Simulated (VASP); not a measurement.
Crystal: AlC2.

```
Al C
1.0
     2.59198   -2.79060    0.00000
     2.59198    2.79060    0.00000
     0.00000    0.00000    5.15230
Al C
2 4
Direct
  0.25000 0.75000 0.33333
  0.75000 0.25000 0.66667
  0.91667 0.41667 0.12500
  0.58333 0.08333 0.12500
  0.08333 0.58333 0.87500
  0.41667 0.91667 0.87500
```

The cell was generated, and may not be a known phase.

* Program: VASP 6.6.1
* Task: relaxation of cell and atoms
* Functional: PBE
* Potentials or basis: VASP PAW PBE potentials, release 64 (Al, C)
* Cutoff: 600 eV
* k mesh: 4 × 4 × 4
* Occupations: gaussian, width 0.1 eV
* Spin: no spin polarisation

At the start: pressure -24.5 GPa; volume 12.42 Å³/atom.

Question: How do energy, volume and symmetry change on relaxing?

Answer: Over 32 steps the energy falls by 772.1 meV/atom and the volume is 11.52 Å³/atom (-7.3 %); space group Cmme (No. 67, to 0.1 Å) before and after.

Step by step:
```csv
step,energy change (eV),largest force (eV/Å),pressure (GPa),volume (Å³)
1,0.0000,2.2602,-24.51,74.54
2,1.2517,5.4351,93.77,54.68
3,-2.8316,2.2791,7.39,64.09
4,-2.8468,2.2892,9.83,63.64
5,-1.2812,14.8736,34.38,64.84
6,-3.3788,1.6857,12.32,64.19
7,-3.9271,0.6453,-5.22,71.03
8,-3.9291,0.6627,-4.40,70.62
9,-4.0968,1.0792,1.63,70.47
10,-4.0966,1.1130,1.90,70.46
11,-4.2415,1.2968,-0.63,71.53
12,-4.1992,1.9890,-4.60,73.17
13,-4.2869,1.2767,-2.24,72.16
14,-4.3890,0.9662,-0.95,72.19
15,-4.4166,0.8354,0.25,72.18
16,-4.5282,0.5057,-0.65,72.27
17,-4.5744,0.8466,-0.61,72.36
18,-4.6019,0.3579,0.16,72.21
19,-4.6030,0.2286,0.02,72.24
20,-4.6099,0.0644,-1.21,72.22
21,-4.6110,0.0601,-1.88,72.21
22,-4.6175,0.1094,-1.55,71.60
23,-4.6239,0.2036,-0.85,70.52
24,-4.6243,0.2359,-0.60,70.16
25,-4.6278,0.1946,0.40,69.69
26,-4.6278,0.1941,0.41,69.68
27,-4.6304,0.1034,0.20,69.52
28,-4.6308,0.0949,0.08,69.42
29,-4.6314,0.0273,-0.17,69.41
30,-4.6315,0.0128,-0.31,69.40
31,-4.6320,0.0114,-0.19,69.30
32,-4.6324,0.0178,0.01,69.11
```

Final structure:
```xyz
6
Lattice="2.0914 -2.6511 0.0000 2.0914 2.6511 0.0000 0.0000 0.0000 6.2328" Properties=species:S:1:pos:R:3 pbc="T T T"
Al    2.0914    1.3255    2.0801
Al    2.0914   -1.3255    4.1527
C     2.7782   -1.3255    0.6385
C     1.4045   -1.3255    0.6385
C     1.4045    1.3255    5.5943
C     2.7782    1.3255    5.5943
```

Caveat: the k points lie up to 0.48 Å⁻¹ apart in the final cell, too coarse for converged energies and pressures of a metal; a cell axis changed by over 15 % at a fixed basis, so the end point is rough.
